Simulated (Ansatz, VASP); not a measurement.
One calculation of Ir, two programs

```xyz
2
Lattice="2.7449 0.0000 0.0000 -1.3724 2.3771 0.0000 0.0000 0.0000 4.4467" Properties=species:S:1:pos:R:3 pbc="T T T"
Ir   -0.1647    1.4897    0.8449
Ir    1.5371    0.8875    3.6018
```

Change from the starting cell: shortest bond scaled by 0.76, LAPW.

Alike in both runs: task single point; functional PBEsol; k mesh 13 × 13 × 7; occupations fermi-dirac, width 0.05 eV; no spin polarisation.

|  | VASP | Ansatz |
| --- | --- | --- |
| version | VASP 6.6.1 | Ansatz 0.2.0 |
| potentials or method | VASP PAW PBE potentials, release 64 (Ir), cutoff 520 eV | all-electron LAPW, scalar-relativistic |

```csv
,VASP,Ansatz,Ansatz less VASP
pressure (GPa),64.8,65.6,+0.81
"traceless stress, the component that is largest in VASP (GPa)",48.92,51.83,+2.917
rms of the force components (eV/Å),8.746,9.053,+0.3070
```

VASP's potentials were made for PBE, not for PBEsol. Atom by atom the forces differ by 0.321 eV/Å (rms over components). Both programs put the cell under a high pressure, so it lies far from rest at this level. Ansatz ran all-electron here, and VASP with PAW potentials.

Neither program's run includes spin-orbit coupling. Noted on VASP's run: the cell as given lies far from equilibrium.
